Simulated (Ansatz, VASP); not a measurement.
## Ru2Rh: VASP beside Ansatz

```
Ru Rh
1.0
     2.72414    0.00000    0.00000
     0.00000    4.71834    0.00000
     0.00000    0.00000   12.94428
Ru Rh
8 4
Direct
  0.00000 0.33333 0.58064
  0.50000 0.83333 0.58064
  0.50000 0.16667 0.08064
  0.00000 0.66667 0.08064
  0.00000 0.33333 0.91936
  0.50000 0.83333 0.91936
  0.50000 0.16667 0.41936
  0.00000 0.66667 0.41936
  0.00000 0.33333 0.25000
  0.50000 0.83333 0.25000
  0.50000 0.16667 0.75000
  0.00000 0.66667 0.75000
```

Alike in both runs: task single point; functional PBE; k mesh 8 × 6 × 2; occupations gaussian, width 0.2 eV; no spin polarisation.

|  | VASP | Ansatz |
| --- | --- | --- |
| version | VASP 6.6.1 | Ansatz 0.2.0 |
| potentials or method | VASP PAW PBE potentials, release 64 (Ru_pv, Rh_pv), cutoff 520 eV | scalar-relativistic, plane waves, PAW |
| valence electrons in the cell | 172 | 196 |

|  | VASP | Ansatz | Ansatz less VASP |
| --- | --- | --- | --- |
| gap on the k mesh at the Fermi level (eV) | none | none | - |
| pressure (GPa) | 0.0 | 0.1 | +0.06 |
| traceless stress, the component that is largest in VASP (GPa) | -0.07 | -0.10 | -0.034 |
| rms of the force components (eV/Å) | 0.008 | 0.008 | +0.0001 |

Atom by atom the forces differ by 0.003 eV/Å (rms over components). A gap of «none» marks a metal or a gap that the smearing closes. VASP's potentials hold 172 valence electrons a cell and Ansatz's 196, so a difference there can come from the potentials and not from the codes.
